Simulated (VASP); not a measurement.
# As (R-3m) in VASP: notebook

The runs below take As through relaxation of cell and atoms, single point, with PBE+D3(BJ).

Everything below comes from runs of VASP 6.6.1. Logs are shortened: lines on timing, memory, paths and dates and some standing lists are left out, and cuts for length are marked.

## 1. The cell of the first run

It takes space group R-3m (No. 166, trigonal). The conventional cell has a = 3.762 Å, b = 3.762 Å, c = 10.542 Å, α = 90.00°, β = 90.00°, γ = 120.00°. Within 3.3 Å of As (site symmetry 3m) lie 6 As at 2.51 to 3.14 Å.

## 2. Relaxation of cell and atoms, PBE+D3(BJ)

INCAR reads:

```
PREC = Accurate
ENCUT = 600
EDIFF = 1E-7
ISMEAR = 0
SIGMA = 0.1
LREAL = F
LASPH = T
NELM = 100
ALGO = Normal
ISIF = 3
LWAVE = F
LCHARG = F
GGA = PE
IVDW = 12
IBRION = 2
NSW = 100
EDIFFG = -0.005
```

KPOINTS reads:

```
Automatic mesh
0
Gamma
  12 12 12
```

POSCAR reads:

```
As
1.0
    1.8807968987      1.0858785957      3.5140619945
   -1.8807968987      1.0858785957      3.5140619945
    0.0000000000     -2.1717571915      3.5140619945
As
2
Direct
    0.7740000000      0.7740000000      0.7740000000
    0.2260000000      0.2260000000      0.2260000000
```

Potentials or basis: VASP PAW PBE potentials, release 64 (As).

Run with:

```sh
$ cat potpaw_PBE.64/As/POTCAR > POTCAR
$ mpirun -np 1 vasp_std > vasp.out
```

OUTCAR:

```text
PREC = Accurate
   ENCUT = 600
   EDIFF = 1E-7
   ISMEAR = 0
   LREAL = F
   LASPH = T
   NELM = 100
   ISIF = 3
   GGA = PE
   IVDW = 12
   IBRION = 2
   NSW = 100
   EDIFFG = -0.005
 IVDW          = 12

 ion  position               nearest neighbor table
   1  0.774  0.774  0.774-   2 2.51   2 2.51   2 2.51
   2  0.226  0.226  0.226-   1 2.51   1 2.51   1 2.51

  LATTYP: Found a trigonal (rhomboedric) cell.
 ALAT       =     4.1310000000
 COS(alpha) =     0.5854247172

  Lattice vectors:

 A1 = (   1.8807968987,   1.0858785957,   3.5140619945)
 A2 = (  -1.8807968987,   1.0858785957,   3.5140619945)
 A3 = (   0.0000000000,  -2.1717571915,   3.5140619945)

Analysis of symmetry for initial positions (statically):
=====================================================================
 Subroutine PRICEL returns:
 Original cell was already a primitive cell.

 Routine SETGRP: Setting up the symmetry group for a
 trigonal (rhombohedral) supercell.

 Subroutine GETGRP returns: Found 12 space group operations
 (whereof 12 operations were pure point group operations)
 out of a pool of 12 trial point group operations.

The static configuration has the point symmetry D_3d.

Analysis of symmetry for dynamics (positions and initial velocities):
=====================================================================
 Subroutine PRICEL returns:
 Original cell was already a primitive cell.

 Routine SETGRP: Setting up the symmetry group for a
 trigonal (rhombohedral) supercell.

 Subroutine GETGRP returns: Found 12 space group operations
 (whereof 12 operations were pure point group operations)
 out of a pool of 12 trial point group operations.

The dynamic configuration has the point symmetry D_3d.

 Subroutine INISYM returns: Found 12 space group operations
 (whereof 12 operations are pure point group operations),
 and found     1 'primitive' translations

----------------------------------------------------------------------------------------

                                     Primitive cell

  volume of cell :      43.0610

  direct lattice vectors                    reciprocal lattice vectors
     1.880796899  1.085878596  3.514061995     0.265844760  0.153485544  0.094856987
    -1.880796899  1.085878596  3.514061995    -0.265844760  0.153485544  0.094856987
     0.000000000 -2.171757191  3.514061995     0.000000000 -0.306971087  0.094856987

  length of vectors
     4.131000000  4.131000000  4.131000000     0.321292852  0.321292852  0.321292852

  position of ions in fractional coordinates (direct lattice)
     0.774000000  0.774000000  0.774000000
     0.226000000  0.226000000  0.226000000

  ion indices of the primitive-cell ions
   primitive index   ion index
                 1           1
                 2           2

----------------------------------------------------------------------------------------

 KPOINTS: Automatic mesh

Automatic generation of k-mesh.
 Grid dimensions read from file:
 generate k-points for:   12   12   12

 Generating k-lattice:

  Cartesian coordinates                     Fractional coordinates (reciprocal lattice)
     0.022153730  0.012790462  0.007904749     0.083333333  0.000000000  0.000000000
    -0.022153730  0.012790462  0.007904749     0.000000000  0.083333333  0.000000000
     0.000000000 -0.025580924  0.007904749     0.000000000  0.000000000  0.083333333

  Length of vectors
     0.026774404  0.026774404  0.026774404

  Shift w.r.t. Gamma in fractional coordinates (k-lattice)
     0.000000000  0.000000000  0.000000000

 Subroutine IBZKPT returns following result:
 ===========================================

 Found    189 irreducible k-points:

 Following reciprocal coordinates:
            Coordinates               Weight
  0.000000  0.000000  0.000000      1.000000
  0.083333  0.000000  0.000000      6.000000
  0.166667 -0.000000 -0.000000      6.000000
  0.250000  0.000000  0.000000      6.000000
  0.333333 -0.000000 -0.000000      6.000000
  0.416667 -0.000000 -0.000000      6.000000
[... 16 lines left out ...]
  0.500000  0.166667  0.000000     12.000000
 -0.416667  0.166667  0.000000     12.000000
 [... further k-points ...]
   k-points           NKPTS =    189   k-points in BZ     NKDIM =    189   number of bands    NBANDS=      9
   number of dos      NEDOS =    301   number of ions     NIONS =      2
   total plane-waves  NPLWV =  46656
   dimension x,y,z NGX =    36 NGY =   36 NGZ =   36
   dimension x,y,z NGXF=    72 NGYF=   72 NGZF=   72
   ions per type =               2
   NGX,Y,Z   is equivalent  to a cutoff of  14.49, 14.49, 14.49 a.u.
   NGXF,Y,Z  is equivalent  to a cutoff of  28.98, 28.98, 28.98 a.u.
 SYSTEM =  unknown system
   PREC   = accura    normal or accurate (medium, high low for compatibility)
   ISTART =      0    job   : 0-new  1-cont  2-samecut
   ICHARG =      2    charge: 1-file 2-atom 10-const
   ISPIN  =      1    spin polarized calculation?
   LNONCOLLINEAR =      F non collinear calculations
   LSORBIT =      F    spin-orbit coupling
   LASPH  =      T    aspherical Exc in radial PAW
   ENCUT  =  600.0 eV  44.10 Ry    6.64 a.u.   8.25  8.25  8.25*2*pi/ulx,y,z
   NELM   =    100;   NELMIN=  2; NELMDL= -5     # of ELM steps
   EDIFF  = 0.1E-06   stopping-criterion for ELM
   LREAL  =      F    real-space projection
   EDIFFG = -.5E-02   stopping-criterion for IOM
   NSW    =    100    number of steps for IOM
   IBRION =      2    ionic relax: 0-MD 1-quasi-New 2-CG
   NFREE  =      1    steps in history (QN), initial steepest desc. (CG)
   ISIF   =      3    stress and relaxation
   ISYM   =      2    0-nonsym 1-usesym 2-fastsym
   POTIM  = 0.5000    time-step for ionic-motion
   TEBEG  =    0.0;   TEEND  =   0.0 temperature during run
   PSTRESS=    0.0 pullay stress
   NELECT =      10.0000    total number of electrons
   NUPDOWN=      -1.0000    fix difference up-down
   EMIN   =  10.00;   EMAX   =-10.00  energy-range for DOS
   EFERMI =   0.00;   METHOD = LEGACY
   ISMEAR =     0;   SIGMA  =   0.10  broadening in eV -4-tet -1-fermi 0-gaus
   EFERMI_NEDOS =   21; number of points for ismear=-14 and -15
   IALGO  =     38    algorithm
   IMIX   =      4    mixing-type and parameters
     AMIX     =   0.40;   BMIX     =  1.00
     AMIX_MAG =   1.60;   BMIX_MAG =  1.00
  volume/ion in A,a.u.               =      21.53       145.29
  Fermi-wavevector in a.u.,A,eV,Ry     =   1.006268  1.901570 13.776916  1.012575
  Thomas-Fermi vector in A             =   2.138999
   LORBIT       =      0    0 simple, 1 ext, 2 COOP (PROOUT), +10 PAW based schemes
   GGA     = PE    functional components
   LHFCALC =     F    Hartree Fock is set to
   AEXX    =    0.0000 exact exchange contribution
   IVDW    =    12    specifies the selected vdW correction
   LEPSILON=     F    determine dielectric tensor
   LRPA    =     F    only Hartree local field effects (RPA)
 conjugate gradient relaxation of ions
 non-spin polarized calculation
 Gauss-broadening in eV      SIGMA  =   0.10
  energy-cutoff  :      600.00
  volume of cell :       43.06
 maximum number of plane-waves:      1458
 NGX is ok and might be reduce to    36
   NGX = 17   NGY = 17   NGZ = 17

--------------------------------------- Ionic step        1  -------------------------------------------

 number of electron      10.0000000 magnetization

 Free energy of the ion-electron system (eV)
  ---------------------------------------------------
  ext. energy  EPLUGINS =         0.00000000
  ---------------------------------------------------
  free energy    TOTEN  =        -9.31394402 eV

  energy without entropy =       -9.31290027  energy(sigma->0) =       -9.31342215

------------------------ aborting loop because EDIFF is reached ----------------------------------------

 Edisp (eV)   -0.83946

 E8    (eV) :    -0.3557
[... 105 lines left out ...]
  FREE ENERGIE OF THE ION-ELECTRON SYSTEM (eV)
  ---------------------------------------------------
  free  energy   TOTEN  =       -10.1641352565 eV

  energy  without entropy=      -10.1632062726  energy(sigma->0) =      -10.16367076

 E-fermi :   5.5103     XC(G=0):  -9.9964

 val. band max:        5.4984291909   @ k =   0.3333   0.1667   0.1667
 cond. band min:       5.5295020579   @ k =   0.4167   0.3333   0.3333
 fundamental gap:      0.0310728670
 Fermi energy:         5.5103051097

 k-point     1 :       0.0000    0.0000    0.0000
  band No.  band energies     occupation
      1      -9.5018      2.00000
      2      -0.3172      2.00000
      3       2.9375      2.00000
      4       3.5265      2.00000
      5       3.5265      2.00000
      6       7.3841      0.00000
      7       8.4754      0.00000
      8       8.4754      0.00000
      9      12.2129      0.00000
[... 265 lines left out ...]
 k-point    24 :      -0.4167    0.1667    0.0000
  band No.  band energies     occupation
      1      -6.5190      2.00000
      2      -5.5054      2.00000
      3       0.9710      2.00000
      4       2.5151      2.00000
      5       3.5440      2.00000
      6       6.5271      0.00000
      7       6.9397      0.00000
      8       8.9720      0.00000
      9      13.3786      0.00000

 [... further k-points ...]

[... ionic steps 4 to 9 ...]

--------------------------------------- Ionic step       10  -------------------------------------------

 number of electron      10.0000000 magnetization

------------------------ aborting loop because EDIFF is reached ----------------------------------------
[... 75 lines left out ...]
--------------------------------------- Ionic step       12  -------------------------------------------

 number of electron      10.0000000 magnetization

 Free energy of the ion-electron system (eV)
  ---------------------------------------------------
  ext. energy  EPLUGINS =         0.00000000
  ---------------------------------------------------
  free energy    TOTEN  =        -9.31189977 eV

  energy without entropy =       -9.31144368  energy(sigma->0) =       -9.31167173

 E-fermi :   5.7391     XC(G=0): -10.1307

 val. band max:        5.6376312271   @ k =   0.4167   0.3333   0.3333
 cond. band min:       5.7494553115   @ k =   0.4167   0.0833   0.0833
 fundamental gap:      0.1118240844
 Fermi energy:         5.7391405656

 k-point     1 :       0.0000    0.0000    0.0000
  band No.  band energies     occupation
      1      -9.3723      2.00000
      2       0.1705      2.00000
      3       3.3756      2.00000
      4       3.6620      2.00000
      5       3.6620      2.00000
      6       7.8962      0.00000
      7       8.8849      0.00000
      8       8.8849      0.00000
      9      12.2060      0.00000
[... 265 lines left out ...]
 k-point    24 :      -0.4167    0.1667    0.0000
  band No.  band energies     occupation
      1      -6.3226      2.00000
      2      -5.3690      2.00000
      3       1.2003      2.00000
      4       2.9511      2.00000
      5       3.7536      2.00000
      6       6.9019      0.00000
      7       7.2387      0.00000
      8       9.3386      0.00000
      9      13.8273      0.00000

 [... further k-points ...]

------------------------ aborting loop because EDIFF is reached ----------------------------------------

 Edisp (eV)   -0.86619

 E8    (eV) :    -0.3670
[... 25 lines left out ...]
  FREE ENERGIE OF THE ION-ELECTRON SYSTEM (eV)
  ---------------------------------------------------
  free  energy   TOTEN  =       -10.1780937187 eV

  energy  without entropy=      -10.1776376328  energy(sigma->0) =      -10.17786568

 reached required accuracy - stopping structural energy minimisation
```

Wall time 20 min (1 thread of AMD EPYC 7R13, shared host); peak memory 0.25 GiB.

What came out:

| Item | Value |
| --- | --- |
| Free energy | -10.1781 eV |
| Relaxed volume | 20.89 Å³/atom |
| Relaxed cell | a = 4.010 Å, b = 4.010 Å, c = 4.010 Å, α = 56.40°, β = 56.40°, γ = 56.40° |
| Space group after relaxing (to 0.05 Å) | R-3m (No. 166) |
| Energy gained by relaxing | 12.3 meV/atom |
| Ionic steps | 12 |
| Pressure after relaxing | 0.0 GPa |
| Band gap on the k mesh | zero (band 5 reaches 5.80 eV, above the bottom of band 6 at 5.45 eV) |
| Dispersion energy per atom | -0.433 eV |

The path:
```tsv
step	energy change (eV)	largest force (eV/Å)	pressure (GPa)	volume (Å³)
1	0.0000	0.4924	0.88	43.06
2	-0.0098	0.0225	-1.68	43.80
3	-0.0107	0.0906	-1.12	43.63
4	-0.0171	0.0358	-0.54	42.92
5	-0.0202	0.0259	0.26	42.07
6	-0.0236	0.0289	0.06	41.93
7	-0.0246	0.0290	-0.08	41.81
8	-0.0246	0.0289	-0.09	41.80
9	-0.0246	0.0157	0.17	41.70
10	-0.0247	0.0053	0.05	41.75
11	-0.0247	0.0065	0.05	41.75
12	-0.0247	0.0008	0.00	41.79
```

Final structure:
```yaml
crystal:
  lattice:
    - [1.89475, 1.09393, 3.36009]
    - [-1.89475, 1.09393, 3.36009]
    - [0.00000, -2.18786, 3.36009]
  atoms:
    - { symbol: As, position: [0.76933, 0.76933, 0.76933] }
    - { symbol: As, position: [0.23067, 0.23067, 0.23067] }
```

Caveat: pairwise dispersion overbinds metals, which lowers pressure and volume.

(Part 1 of 2 ends here.)
